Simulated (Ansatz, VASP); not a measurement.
ZnS: VASP beside Ansatz

Contents of POSCAR:

```
ZnS
1.0
    0.0000000000      2.7375567091      2.7375567091
    2.7375567091      0.0000000000      2.7375567091
    2.7375567091      2.7375567091      0.0000000000
Zn S
1 1
Direct
    0.7500000000      0.7500000000      0.7500000000
    0.0000000000      0.0000000000      0.0000000000
```

File INCAR.step1:

```
ALGO     = Normal         # electronic algorithm
EDIFF    = 1E-5           # SCF threshold, eV
ENCUT    = 520            # plane-wave cutoff, eV
GGA      = PE             # functional
ISIF     = 2              # what is computed and relaxed
ISMEAR   = -1             # smearing method
LASPH    = T              # aspherical terms in the spheres
LCHARG   = F              # write CHGCAR
LREAL    = F              # projectors in reciprocal space
LWAVE    = T              # write WAVECAR
NBANDS   = 16             # bands
NELM     = 100            # most SCF steps
PREC     = Accurate       # precision mode
SIGMA    = 0.05           # smearing width, eV
```

INCAR.step2

```
AEXX     = 0.25           # exact-exchange fraction
ALGO     = Normal         # electronic algorithm
EDIFF    = 1E-7           # SCF threshold, eV
ENCUT    = 520            # plane-wave cutoff, eV
GGA      = PS             # functional
ISIF     = 2              # what is computed and relaxed
ISMEAR   = -1             # smearing method
ISTART   = 1            
LASPH    = T              # aspherical terms in the spheres
LCHARG   = F              # write CHGCAR
LHFCALC  = T              # exact exchange
LREAL    = F              # projectors in reciprocal space
LWAVE    = F              # write WAVECAR
NBANDS   = 16             # bands
NELM     = 100            # most SCF steps
PREC     = Accurate       # precision mode
PRECFOCK = Normal       
SIGMA    = 0.05           # smearing width, eV
```

KPOINTS

```
k-points
0
Gamma
  5 5 5
```

input.yaml

```yaml
crystal:
  lattice:
    - [0.0, 2.7375567091, 2.7375567091]
    - [2.7375567091, 0.0, 2.7375567091]
    - [2.7375567091, 2.7375567091, 0.0]
  atoms:
    - { symbol: Zn, position: [0.75, 0.75, 0.75] }
    - { symbol: S, position: [0.0, 0.0, 0.0] }
hamiltonian:
  xc: { exchange: pbesol, correlation: pbesol, exx: { coeff: 0.25 } }
  pseudopotentials: { kind: paw }
kpoints:
  mp_grid: { grid: [5, 5, 5] }
scf:
  occupations: { method: fermi_dirac, width: 0.05 }
output:
  forces: true
  stress: true
  eigenvalues: true
  write_density: true
  write_potential: true
  elf: true
  volumetric_format: npy
```

Alike in both runs: task single point; functional PBEsol-based global hybrid with a share of 0.25 of exact exchange; k mesh 5 × 5 × 5; occupations fermi-dirac, width 0.05 eV; no spin polarisation.

```csv
,VASP,Ansatz
version,VASP 6.6.1,Ansatz 0.2.0
potentials or method,"VASP PAW PBE potentials, release 64 (Zn, S)",Ansatz PAW
plane-wave cutoff (eV),520,420
valence electrons in the cell,18,18
```

|  | VASP | Ansatz | Ansatz less VASP |
| --- | --- | --- | --- |
| gap on the k mesh at the Fermi level (eV) | 3.71 | 3.69 | -0.019 |
| least direct gap on the mesh (eV) | 3.71 | 3.69 | -0.019 |
| pressure (GPa) | -4.5 | -4.5 | +0.05 |

VASP's potentials were made for PBE, not for PBEsol-based global hybrid. With one functional, cell and mesh, what is left measures potentials, basis and numerics.

Noted on Ansatz's run: odd divisions of the mesh miss points on the zone boundary, where band edges often lie, so the gap on the mesh can be too wide.
